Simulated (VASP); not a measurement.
Hf3ZrS8: single point with PBE

Crystal: Hf3ZrS8.

```
Zr Hf S
1.0
     3.65982    0.00000    0.00000
    -1.82991    3.16950    0.00000
     0.00000    0.00000   27.20533
Zr Hf S
1 3 8
Direct
  0.00000 0.00000 0.00000
  0.00000 0.00000 0.24938
  0.00000 0.00000 0.50000
  0.00000 0.00000 0.75062
  0.66667 0.33333 0.19634
  0.66667 0.33333 0.44696
  0.66667 0.33333 0.69759
  0.66667 0.33333 0.94632
  0.33333 0.66667 0.05368
  0.33333 0.66667 0.30241
  0.33333 0.66667 0.55304
  0.33333 0.66667 0.80366
```

```json
{
 "Program": "VASP 6.6.1",
 "Task": "single point",
 "Functional": "PBE",
 "Potentials or basis": "VASP PAW PBE potentials, release 64 (Zr_sv, Hf_pv, S)",
 "Cutoff": "520 eV",
 "k mesh": "12 × 12 × 1",
 "Occupations": "gaussian, width 0.02 eV",
 "Spin": "no spin polarisation"
}
```

The pressure is -0.4 GPa, the largest force is 0.066 eV/Å and the band gap on the k mesh is 1.11 eV, indirect (least direct gap 1.69 eV).

Forces on the atoms (eV/Å):
```
Zr   0.000  0.000  0.000
Hf   0.000  0.000  0.000
Hf   0.000  0.000  0.000
Hf   0.000  0.000  0.000
S    0.000  0.000  0.066
S    0.000  0.000  0.066
S    0.000  0.000  0.066
S    0.000  0.000 -0.006
S    0.000  0.000  0.006
S    0.000  0.000 -0.066
S    0.000  0.000 -0.066
S    0.000  0.000 -0.066
```

Stress tensor (GPa, compression positive):
```
-0.41  0.00  0.00
 0.00 -0.41  0.00
 0.00  0.00 -0.31
```

Levels at points of the mesh, in eV from the valence-band top:
| k point | band 41 | band 42 | band 43 | band 44 | band 45 | band 46 | band 47 | band 48 | band 49 | band 50 |
| --- | --- | --- | --- | --- | --- | --- | --- | --- | --- | --- |
| (0.00, 0.00, 0.00) | -0.03 | -0.02 | -0.02 | 0.00 | 0.00 | 1.69 | 1.69 | 2.07 | 2.07 | 2.07 |
| (0.50, 0.00, 0.00) | -1.08 | -1.07 | -1.06 | -1.05 | -0.92 | 1.11 | 1.29 | 1.32 | 1.35 | 3.42 |

Run time: 16 min on 1 thread of Oxide Virtual Turin-like Processor, on a shared host, peak memory 0.55 GiB.

Caveat: spin-orbit coupling is left out, which moves the levels of the heavy elements; this functional lacks dispersion, which binds the layers, so the pressure and a relaxed spacing across them are unreliable. As with any semilocal functional, this PBE gap is likely too small.
